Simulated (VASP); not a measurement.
Input of a VASP 6.6.1 run:

The input INCAR:

```
  PREC = Accurate
  ENCUT = 520
  EDIFF = 1E-6
  ISMEAR = 0
  SIGMA = 0.01
  LREAL = F
  LASPH = T
  NELM = 60
  ALGO = Normal
  ISIF = 2
  LWAVE = F
  LCHARG = F
  GGA = PS
  NBANDS = 16
```

File KPOINTS:

```
regular mesh
0
Gamma
  8 8 6
```

Contents of POSCAR:

```
AlN
1.0
    3.1449678228      0.0000000000      0.0000000000
   -1.5724839114      2.7236220287      0.0000000000
    0.0000000000      0.0000000000      4.9527213833
Al N
2 2
Direct
    0.3333333333      0.6666666667     -0.0024913082
    0.6666666667      0.3333333333      0.4975086918
    0.3333333333      0.6666666667      0.3824913082
    0.6666666667      0.3333333333      0.8824913082
```

Potentials or basis: VASP PAW PBE potentials, release 64 (Al, N).

Launch:

```console
$ cat potpaw_PBE.64/Al/POTCAR potpaw_PBE.64/N/POTCAR > POTCAR
$ mpirun -np 1 vasp_std > vasp.out
```

Problem. Predict the band gap on the k mesh.

Solution. 3.91 eV, direct.

Problem. Estimate the pressure.

Solution. -3.0 GPa.

Stress tensor (GPa, compression positive):
```
-4.43  0.00  0.00
 0.00 -4.43  0.00
 0.00  0.00 -0.06
```

Caveat: the cell differs from its parent crystal (film at in-plane strain +0.01); the PAW data sets were made with another functional, which shifts forces and pressure a little. A k mesh can miss the band edges.
